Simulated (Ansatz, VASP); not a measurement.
# KBr: VASP beside Ansatz

```
CELL_PARAMETERS angstrom
3.97587 0.00000 0.00000
0.00000 3.97587 0.00000
0.00000 0.00000 3.97587
ATOMIC_POSITIONS crystal
K 0.00000 0.00000 0.00000
Br 0.50000 0.50000 0.50000
```

Alike in both runs: task single point; functional PBE; k mesh 6 × 6 × 6; occupations fermi-dirac, width 0.02 eV; no spin polarisation.

|  | VASP | Ansatz |
| --- | --- | --- |
| version | VASP 6.6.1 | Ansatz 0.2.0 |
| potentials or method | VASP PAW PBE potentials, release 64 (K_sv, Br) | plane waves, PAW |
| plane-wave cutoff (eV) | 520 | 420 |
| valence electrons in the cell | 16 | 16 |

|  | VASP | Ansatz | Ansatz less VASP |
| --- | --- | --- | --- |
| gap on the k mesh at the Fermi level (eV) | 4.02 | 4.02 | +0.001 |
| pressure (GPa) | 0.9 | 0.8 | -0.05 |

With one functional, cell and mesh, what is left measures potentials, basis and numerics.
